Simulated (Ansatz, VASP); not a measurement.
## Te5Pd in VASP and in Ansatz

```
Te Pd
1.0
     6.69792    0.00000    0.00000
    -3.34896    5.80057    0.00000
     0.00000    0.00000    5.20469
Te Pd
5 1
Direct
  0.33333 0.66667 0.00000
  0.66667 0.33333 0.00000
  0.50000 0.00000 0.50000
  0.50000 0.50000 0.50000
  0.00000 0.50000 0.50000
  0.00000 0.00000 0.00000
```

Change from the starting cell: species swapped into the LaCo5 type (P6/mmm, No. 191).

Alike in both runs: task single point; functional PBE; k mesh 3 × 3 × 4; occupations gaussian, width 0.1 eV; no spin polarisation.

|  | VASP | Ansatz |
| --- | --- | --- |
| version | VASP 6.6.1 | Ansatz 0.2.0 |
| potentials or method | VASP PAW PBE potentials, release 64 (Te, Pd), cutoff 520 eV | scalar-relativistic, plane waves, PAW |
| valence electrons in the cell | 40 | 98 |

|  | VASP | Ansatz | Ansatz less VASP |
| --- | --- | --- | --- |
| gap on the k mesh at the Fermi level (eV) | none | none | - |
| pressure (GPa) | -1.6 | -1.6 | +0.07 |
| traceless stress, the component that is largest in VASP (GPa) | -2.20 | -2.22 | -0.016 |

A gap of «none» marks a metal or a gap that the smearing closes. VASP's potentials hold 40 valence electrons a cell and Ansatz's 98, so a difference there can come from the potentials and not from the codes.

The k mesh is coarse, so the values compare programs but aren't converged. Spin-orbit coupling is off throughout.
